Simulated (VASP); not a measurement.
# SiMo3 (P4_2mc) in VASP: further runs

Runs on SiMo3. Level: PBEsol. Tasks: single point.

Everything below comes from runs of VASP 6.6.1. Logs are shortened: lines on timing, memory, paths and dates and some standing lists are left out, and cuts for length are marked.

**1. The cell of the first run**

It takes space group P4_2mc (No. 105, tetragonal). Conventional cell: a = 4.862 Å, b = 4.862 Å, c = 4.862 Å, α = 90.00°, β = 90.00°, γ = 90.00°. Within 3.4 Å of Si (site symmetry 2mm) lie 12 Mo at 2.58 to 2.89 Å. Mo (site symmetry m) has 10 Mo at 2.43 to 3.15 Å and 4 Si at 2.68 to 2.75 Å within 3.2 Å. Mo (site symmetry 2mm) has 10 Mo at 2.43 to 3.15 Å and 4 Si at 2.58 to 2.89 Å within 3.2 Å.

**2. Single point, PBEsol (mode 4 (147.8 1/cm) frozen in, largest displacement +0.263 Å)**

File INCAR:

```
SYSTEM = SiMo3
PREC = Accurate ; ENCUT = 520
EDIFF = 1E-7 ; ISMEAR = 0
SIGMA = 0.15 ; LREAL = .FALSE.
LASPH = .TRUE. ; NELM = 60
ALGO = Fast ; ISIF = 2
LWAVE = .FALSE. ; LCHARG = .FALSE.
GGA = PS ; NBANDS = 56
```

File KPOINTS:

```
Automatic mesh
0
G
  8 8 8
  0 0 0
```

File POSCAR:

```
SiMo3
1.0
    4.8615851677      0.0000000000      0.0000000000
    0.0000000000      4.8615851677      0.0000000000
    0.0000000000      0.0000000000      4.8615851677
Si Mo
2 6
Direct
    0.0000000000      0.0165139160      0.0000000000
    0.5000000000      0.5165139160      0.5000000000
    0.2500000000      0.0245805182      0.5000000000
    0.5000000000      0.6960052656      0.0000000000
    0.7500000000      0.0245805182      0.5000000000
    0.5000000000      0.1960052656      0.0000000000
    0.0000000000      0.5245805182      0.7500000000
    0.0000000000      0.5245805182      0.2500000000
```

Potentials or basis: VASP PAW PBE potentials, release 64 (Si, Mo_sv).

The run is started by

```bash
$ cat potpaw_PBE.64/Si/POTCAR potpaw_PBE.64/Mo_sv/POTCAR > POTCAR
$ mpirun -np 1 vasp_std > vasp.out
```

OUTCAR:

```text
SYSTEM = SiMo3
   PREC = Accurate
   ENCUT = 520
   EDIFF = 1E-7
   ISMEAR = 0
   LREAL = .FALSE.
   LASPH = .TRUE.
   NELM = 60
   ISIF = 2
   GGA = PS

 ion  position               nearest neighbor table
   1  0.000  0.017  0.000-   6 2.58   6 2.58   8 2.68   7 2.68   3 2.72   3 2.72   5 2.72   5 2.72
                             7 2.75   8 2.75   4 2.89   4 2.89
   2  0.500  0.517  0.500-   4 2.58   4 2.58   5 2.68   3 2.68   8 2.72   7 2.72   7 2.72   8 2.72
                             3 2.75   5 2.75   6 2.89   6 2.89
   3  0.250  0.025  0.500-   5 2.43   5 2.43   2 2.68   1 2.72   1 2.72   2 2.75   6 2.84   6 2.84
                             7 2.98   7 2.98   8 2.98   8 2.98   4 3.15   4 3.15
   4  0.500  0.696  0.000-   6 2.43   6 2.43   2 2.58   2 2.58   7 2.84   8 2.84   7 2.84   8 2.84
                             1 2.89   1 2.89   3 3.15   5 3.15   3 3.15   5 3.15
   5  0.750  0.025  0.500-   3 2.43   3 2.43   2 2.68   1 2.72   1 2.72   2 2.75   6 2.84   6 2.84
                             7 2.98   7 2.98   8 2.98   8 2.98   4 3.15   4 3.15
   6  0.500  0.196  0.000-   4 2.43   4 2.43   1 2.58   1 2.58   3 2.84   5 2.84   3 2.84   5 2.84
                             2 2.89   2 2.89   8 3.15   7 3.15   7 3.15   8 3.15
   7  0.000  0.525  0.750-   8 2.43   8 2.43   1 2.68   2 2.72   2 2.72   1 2.75   4 2.84   4 2.84
                             3 2.98   5 2.98   5 2.98   3 2.98   6 3.15   6 3.15
   8  0.000  0.525  0.250-   7 2.43   7 2.43   1 2.68   2 2.72   2 2.72   1 2.75   4 2.84   4 2.84
                             3 2.98   5 2.98   5 2.98   3 2.98   6 3.15   6 3.15

  LATTYP: Found a simple cubic cell.
 ALAT       =     4.8615851677

  Lattice vectors:

 A1 = (   4.8615851677,   0.0000000000,   0.0000000000)
 A2 = (   0.0000000000,   4.8615851677,   0.0000000000)
 A3 = (   0.0000000000,   0.0000000000,   4.8615851677)

Analysis of symmetry for initial positions (statically):
=====================================================================
 Subroutine PRICEL returns:
 Original cell was already a primitive cell.

 Routine SETGRP: Setting up the symmetry group for a
 simple cubic supercell.

 Subroutine GETGRP returns: Found  8 space group operations
 (whereof  4 operations were pure point group operations)
 out of a pool of 48 trial point group operations.

The static configuration has the point symmetry C_2v.
 The point group associated with its full space group is C_4v.

Analysis of symmetry for dynamics (positions and initial velocities):
=====================================================================
 Subroutine PRICEL returns:
 Original cell was already a primitive cell.

 Routine SETGRP: Setting up the symmetry group for a
 simple cubic supercell.

 Subroutine GETGRP returns: Found  8 space group operations
 (whereof  4 operations were pure point group operations)
 out of a pool of 48 trial point group operations.

The dynamic configuration has the point symmetry C_2v.
 The point group associated with its full space group is C_4v.

 Subroutine INISYM returns: Found  8 space group operations
 (whereof  4 operations are pure point group operations),
 and found     1 'primitive' translations

----------------------------------------------------------------------------------------

                                     Primitive cell

  volume of cell :     114.9036

  direct lattice vectors                    reciprocal lattice vectors
     4.861585168  0.000000000  0.000000000     0.205694226  0.000000000  0.000000000
     0.000000000  4.861585168  0.000000000     0.000000000  0.205694226  0.000000000
     0.000000000  0.000000000  4.861585168     0.000000000  0.000000000  0.205694226

  length of vectors
     4.861585168  4.861585168  4.861585168     0.205694226  0.205694226  0.205694226

  position of ions in fractional coordinates (direct lattice)
     0.000000000  0.016513916  0.000000000
     0.500000000  0.516513916  0.500000000
     0.250000000  0.024580518  0.500000000
     0.500000000  0.696005266  0.000000000
[... 51 lines left out ...]
  Thomas-Fermi vector in A             =   2.629059
   LORBIT       =      0    0 simple, 1 ext, 2 COOP (PROOUT), +10 PAW based schemes
   GGA     = PS    functional components
   LHFCALC =     F    Hartree Fock is set to
   AEXX    =    0.0000 exact exchange contribution
   IVDW    =     0    specifies the selected vdW correction
   LEPSILON=     F    determine dielectric tensor
   LRPA    =     F    only Hartree local field effects (RPA)
 non-spin polarized calculation
 RMM-DIIS sequential band-by-band and
 Gauss-broadening in eV      SIGMA  =   0.15
  energy-cutoff  :      520.00
  volume of cell :      114.90
 maximum number of plane-waves:      3136
   NGX = 19   NGY = 19   NGZ = 19

 number of electron      92.0000000 magnetization

 Free energy of the ion-electron system (eV)
  ---------------------------------------------------
  ext. energy  EPLUGINS =         0.00000000
  ---------------------------------------------------
  free energy    TOTEN  =       -84.32654478 eV

  energy without entropy =      -84.27727955  energy(sigma->0) =      -84.30191217

 E-fermi :  12.8311     XC(G=0): -13.3133

 val. band max:       12.8310866345   @ k =   0.5000   0.1250   0.5000
 cond. band min:      12.8327445623   @ k =   0.3750   0.3750   0.0000
 fundamental gap:      0.0016579278
 Fermi energy:        12.8311151060

 k-point     1 :       0.0000    0.0000    0.0000
  band No.  band energies     occupation
      1     -48.2568      2.00000
      2     -48.1336      2.00000
      3     -48.1131      2.00000
      4     -47.7774      2.00000
      5     -47.7774      2.00000
      6     -47.7579      2.00000
[... 48 lines left out ...]
     55      15.7660      0.00000
     56      15.8166      0.00000

 k-point     2 :       0.1250    0.0000    0.0000
  band No.  band energies     occupation
      1     -48.2486      2.00000
      2     -48.1290      2.00000
      3     -48.1117      2.00000
      4     -47.7932      2.00000
      5     -47.7774      2.00000
      6     -47.7576      2.00000
[... 48 lines left out ...]
     55      15.8412      0.00000
     56      15.9488      0.00000
[... 1237 lines left out ...]
     55      15.6063      0.00000
     56      15.7058      0.00000

 k-point    24 :       0.0000    0.3750    0.2500
  band No.  band energies     occupation
      1     -48.1868      2.00000
      2     -48.1270      2.00000
      3     -48.0207      2.00000
      4     -47.8839      2.00000
      5     -47.8324      2.00000
      6     -47.7774      2.00000
[... 48 lines left out ...]
     55      15.6119      0.00000
     56      15.6181      0.00000

 [... further k-points ...]
[... 5 lines left out ...]
  --------------------------------------------------------------------------------------
  -------------------------------------------------------------------------------------
  Total        2.7053502      1.5493311      2.7053502      0.0000000      0.0000000      0.0000000
  in kB       37.7224923     21.6033512     37.7224923      0.0000000      0.0000000      0.0000000
  external PRESSURE =      32.3494452 kB  Pullay stress =       0.0000000 kB

 VOLUME and BASIS-vectors are now :
 -----------------------------------------------------------------------------
  energy-cutoff  :      520.00
  volume of cell :      114.90
      direct lattice vectors                 reciprocal lattice vectors
     4.861585168  0.000000000  0.000000000     0.205694226  0.000000000  0.000000000
     0.000000000  4.861585168  0.000000000     0.000000000  0.205694226  0.000000000
     0.000000000  0.000000000  4.861585168     0.000000000  0.000000000  0.205694226

 POSITION                                       TOTAL-FORCE (eV/Angst)
 -----------------------------------------------------------------------------------
      0.00000      0.08028      0.00000        -0.000000     -0.197709      0.000000
      2.43079      2.51108      2.43079        -0.000000     -0.197709      0.000000
      1.21540      0.11950      2.43079        -0.056239     -0.998447      0.000000
      2.43079      3.38369      0.00000        -0.000000      2.194603      0.000000
      3.64619      0.11950      2.43079         0.056239     -0.998447      0.000000
      2.43079      0.95290      0.00000        -0.000000      2.194603      0.000000
      0.00000      2.55029      3.64619         0.000000     -0.998447     -0.056239
      0.00000      2.55029      1.21540         0.000000     -0.998447      0.056239
 -----------------------------------------------------------------------------------
    total drift:                                0.000000     -0.000476     -0.000000

  FREE ENERGIE OF THE ION-ELECTRON SYSTEM (eV)
  ---------------------------------------------------
  free  energy   TOTEN  =       -84.3265447802 eV

  energy  without entropy=      -84.2772795523  energy(sigma->0) =      -84.30191217
```

Wall time 4.8 min (1 thread of AMD EPYC 9R45 (Zen 5), shared host); peak memory 0.42 GiB.

Results:

- Free energy: -84.3265 eV
- Pressure: 3.2 GPa
- Largest force: 2.195 eV/Å
- Band gap on the k mesh: zero (band 46 reaches 13.99 eV, above the bottom of band 47 at 11.75 eV)

Forces on the atoms (eV/Å):
```
Si   0.000 -0.198  0.000
Si   0.000 -0.198  0.000
Mo  -0.056 -0.998  0.000
Mo   0.000  2.195  0.000
Mo   0.056 -0.998  0.000
Mo   0.000  2.195  0.000
Mo   0.000 -0.998 -0.056
Mo   0.000 -0.998  0.056
```

Stress tensor (GPa, compression positive):
```
3.77 0.00 0.00
0.00 2.16 0.00
0.00 0.00 3.77
```

Levels at points of the mesh, in eV from the Fermi level:
```tsv
k point	band 43	band 44	band 45	band 46	band 47	band 48	band 49	band 50
(0.00, 0.00, 0.00)	-1.78	-1.60	0.51	1.16	1.16	1.82	2.46	2.59
(0.50, 0.00, 0.00)	-1.80	-1.67	0.26	0.31	0.55	0.79	1.49	1.77
(0.00, 0.50, 0.00)	-1.66	-1.66	0.23	0.23	0.84	0.84	1.40	1.40
(0.50, 0.50, 0.00)	-0.97	-0.88	-0.79	-0.51	-0.38	-0.28	-0.10	0.32
(0.50, 0.00, 0.50)	-1.15	-0.97	-0.80	-0.80	-0.80	0.30	0.36	0.52
(0.50, 0.50, 0.50)	-1.20	-1.20	-1.10	-1.10	-1.08	-1.08	1.34	1.34
```

Caveat: the cell differs from its parent crystal (mode 4 (147.8 1/cm) frozen in, largest displacement +0.263 Å); the PAW data sets were made with another functional, which shifts forces and pressure a little.

**3. Single point, PBEsol (mode 4 (147.8 1/cm) frozen in, largest displacement +0.188 Å)**

File INCAR:

```
PREC = Accurate
ENCUT = 520
EDIFF = 1E-6
ISMEAR = 0
SIGMA = 0.15
LREAL = F
LASPH = T
NELM = 100
ALGO = Fast
ISIF = 2
LWAVE = F
LCHARG = F
GGA = PS
NBANDS = 56
```

File KPOINTS:

```
regular mesh
0
Gamma
  8 8 8
```

File POSCAR:

```
SiMo3
1.0
    4.8615851677      0.0000000000      0.0000000000
    0.0000000000      4.8615851677      0.0000000000
    0.0000000000      0.0000000000      4.8615851677
Si Mo
2 6
Direct
    0.0000000000      0.0117956543      0.0000000000
    0.5000000000      0.5117956543      0.5000000000
    0.2500000000      0.0175575130      0.5000000000
    0.5000000000      0.7114323326      0.0000000000
    0.7500000000      0.0175575130      0.5000000000
    0.5000000000      0.2114323326      0.0000000000
    0.0000000000      0.5175575130      0.7500000000
    0.0000000000      0.5175575130      0.2500000000
```

Potentials or basis: VASP PAW PBE potentials, release 64 (Si, Mo_sv).

The run is started by

```bash
$ cat potpaw_PBE.64/Si/POTCAR potpaw_PBE.64/Mo_sv/POTCAR > POTCAR
$ mpirun -np 1 vasp_std > vasp.out
```

It took 4.5 min on 1 thread of AMD EPYC 9R45 (Zen 5), shared host; peak memory 0.41 GiB.

The run converged. Its results:

```
Free energy            : -84.7271 eV
Pressure               : 2.0 GPa
Largest force          : 1.511 eV/Å
Band gap on the k mesh : zero (band 46 reaches 14.08 eV, above the bottom of band 47 at 11.73 eV)
```

Forces on the atoms (eV/Å):
```
Si   0.000 -0.137  0.000
Si   0.000 -0.137  0.000
Mo  -0.034 -0.687  0.000
Mo   0.000  1.511  0.000
Mo   0.034 -0.687  0.000
Mo   0.000  1.511  0.000
Mo   0.000 -0.687 -0.034
Mo   0.000 -0.687  0.034
```

Stress tensor (GPa, compression positive):
```
2.22 0.00 0.00
0.00 1.55 0.00
0.00 0.00 2.22
```

Levels at points of the mesh, in eV from the Fermi level:
| k point | band 44 | band 45 | band 46 | band 47 | band 48 | band 49 |
| --- | --- | --- | --- | --- | --- | --- |
| (0.00, 0.00, 0.00) | -1.60 | 0.78 | 1.21 | 1.21 | 2.09 | 2.54 |
| (0.50, 0.00, 0.00) | -1.70 | 0.26 | 0.29 | 0.70 | 0.86 | 1.51 |
| (0.00, 0.50, 0.00) | -1.69 | 0.24 | 0.24 | 0.89 | 0.89 | 1.47 |
| (0.50, 0.50, 0.00) | -0.94 | -0.84 | -0.60 | -0.55 | -0.41 | -0.10 |
| (0.50, 0.00, 0.50) | -0.88 | -0.84 | -0.84 | -0.79 | 0.03 | 0.25 |
| (0.50, 0.50, 0.50) | -1.21 | -1.15 | -1.15 | -1.14 | -1.14 | 1.32 |

Caveat: the cell differs from its parent crystal (mode 4 (147.8 1/cm) frozen in, largest displacement +0.188 Å); the PAW data sets were made with another functional, which shifts forces and pressure a little.

**4. Single point, PBEsol (mode 4 (147.8 1/cm) frozen in, largest displacement +0.113 Å)**

File INCAR:

```
SYSTEM = SiMo3
  PREC = Accurate
  ENCUT = 520
  EDIFF = 1E-6
  ISMEAR = 0
  SIGMA = 0.15
  LREAL = .False.
  LASPH = .True.
  NELM = 80
  ALGO = Fast
  ISIF = 2
  LWAVE = .False.
  LCHARG = .False.
  GGA = PS
  NBANDS = 56
```

File KPOINTS:

```
Automatic mesh
0
Gamma
  8 8 8
  0 0 0
```

File POSCAR:

```
SiMo3
1.0
    4.8615851677      0.0000000000      0.0000000000
    0.0000000000      4.8615851677      0.0000000000
    0.0000000000      0.0000000000      4.8615851677
Si Mo
2 6
Direct
    0.0000000000      0.0070773926      0.0000000000
    0.5000000000      0.5070773926      0.5000000000
    0.2500000000      0.0105345078      0.5000000000
    0.5000000000      0.7268593995      0.0000000000
    0.7500000000      0.0105345078      0.5000000000
    0.5000000000      0.2268593995      0.0000000000
    0.0000000000      0.5105345078      0.7500000000
    0.0000000000      0.5105345078      0.2500000000
```

The run is started by

```bash
$ cat potpaw_PBE.64/Si/POTCAR potpaw_PBE.64/Mo_sv/POTCAR > POTCAR
$ mpirun -np 1 vasp_std > vasp.out
```

It took 3.9 min on 1 thread of Intel Xeon 6975P-C (Granite Rapids), shared host; peak memory 0.44 GiB.

Results (log left out):

- Free energy: -84.9834 eV
- Pressure: 1.1 GPa
- Largest force: 0.871 eV/Å
- Band gap on the k mesh: zero (band 46 reaches 14.15 eV, above the bottom of band 47 at 11.72 eV)

Forces on the atoms (eV/Å):
```
Si   0.000 -0.077  0.000
Si   0.000 -0.077  0.000
Mo  -0.014 -0.397  0.000
Mo   0.000  0.871  0.000
Mo   0.014 -0.397  0.000
Mo   0.000  0.871  0.000
Mo   0.000 -0.397 -0.014
Mo   0.000 -0.397  0.014
```

Stress tensor (GPa, compression positive):
```
1.21 0.00 0.00
0.00 1.00 0.00
0.00 0.00 1.21
```

Levels at points of the mesh, in eV from the Fermi level:
```csv
k point,band 43,band 44,band 45,band 46,band 47,band 48,band 49,band 50
"(0.00, 0.00, 0.00)",-1.65,-1.61,1.05,1.25,1.25,2.29,2.37,2.48
"(0.50, 0.00, 0.00)",-1.75,-1.73,0.26,0.27,0.84,0.91,1.53,1.64
"(0.00, 0.50, 0.00)",-1.72,-1.72,0.25,0.25,0.92,0.92,1.51,1.51
"(0.50, 0.50, 0.00)",-1.03,-0.92,-0.87,-0.69,-0.66,-0.49,-0.10,0.27
"(0.50, 0.00, 0.50)",-1.26,-0.87,-0.87,-0.82,-0.76,-0.27,0.04,0.27
"(0.50, 0.50, 0.50)",-1.21,-1.21,-1.19,-1.19,-1.18,-1.18,1.30,1.30
```

Caveat: the cell differs from its parent crystal (mode 4 (147.8 1/cm) frozen in, largest displacement +0.113 Å); the PAW data sets were made with another functional, which shifts forces and pressure a little.

**5. Single point, PBEsol (mode 4 (147.8 1/cm) frozen in, largest displacement -0.150 Å)**

File INCAR:

```
SYSTEM = SiMo3
ALGO = Fast ; EDIFF = 1E-7
ENCUT = 520 ; GGA = PS
ISIF = 2 ; ISMEAR = 0
LASPH = .True. ; LCHARG = .False.
LREAL = .False. ; LWAVE = .False.
NBANDS = 56 ; NELM = 100
PREC = Accurate ; SIGMA = 0.15
```

File KPOINTS:

```
k-points
0
Gamma
  8 8 8
  0 0 0
```

File POSCAR:

```
SiMo3
1.0
    4.8615851677      0.0000000000      0.0000000000
    0.0000000000      4.8615851677      0.0000000000
    0.0000000000      0.0000000000      4.8615851677
Si Mo
2 6
Direct
    0.0000000000     -0.0094365234      0.0000000000
    0.5000000000      0.4905634766      0.5000000000
    0.2500000000     -0.0140460104      0.5000000000
    0.5000000000      0.7808541340      0.0000000000
    0.7500000000     -0.0140460104      0.5000000000
    0.5000000000      0.2808541340      0.0000000000
    0.0000000000      0.4859539896      0.7500000000
    0.0000000000      0.4859539896      0.2500000000
```

The run is started by

```bash
$ cat potpaw_PBE.64/Si/POTCAR potpaw_PBE.64/Mo_sv/POTCAR > POTCAR
$ mpirun -np 1 vasp_std > vasp.out
```

It took 19 min on 1 thread of Oxide Virtual Turin-like, shared host; peak memory 0.41 GiB.

Results (log left out):

```
Free energy            : -84.8726 eV
Pressure               : 1.5 GPa
Largest force          : 1.182 eV/Å
Band gap on the k mesh : zero (band 46 reaches 14.12 eV, above the bottom of band 47 at 11.73 eV)
```

Forces on the atoms (eV/Å):
```
Si   0.000  0.105  0.000
Si   0.000  0.105  0.000
Mo  -0.024  0.538  0.000
Mo   0.000 -1.182  0.000
Mo   0.024  0.538  0.000
Mo   0.000 -1.182  0.000
Mo   0.000  0.538 -0.024
Mo   0.000  0.538  0.024
```

Stress tensor (GPa, compression positive):
```
1.64 0.00 0.00
0.00 1.25 0.00
0.00 0.00 1.64
```

Levels at points of the mesh, in eV from the Fermi level:
```tsv
k point	band 43	band 44	band 45	band 46	band 47	band 48	band 49	band 50
(0.00, 0.00, 0.00)	-1.67	-1.60	0.92	1.23	1.23	2.20	2.49	2.51
(0.50, 0.00, 0.00)	-1.76	-1.72	0.26	0.28	0.77	0.89	1.52	1.66
(0.00, 0.50, 0.00)	-1.70	-1.70	0.24	0.24	0.91	0.91	1.49	1.49
(0.50, 0.50, 0.00)	-0.98	-0.93	-0.86	-0.65	-0.61	-0.46	-0.10	0.28
(0.50, 0.00, 0.50)	-1.24	-0.86	-0.86	-0.84	-0.77	-0.12	0.13	0.27
(0.50, 0.50, 0.50)	-1.21	-1.21	-1.17	-1.17	-1.16	-1.16	1.31	1.31
```

Caveat: the cell differs from its parent crystal (mode 4 (147.8 1/cm) frozen in, largest displacement -0.150 Å); the PAW data sets were made with another functional, which shifts forces and pressure a little.
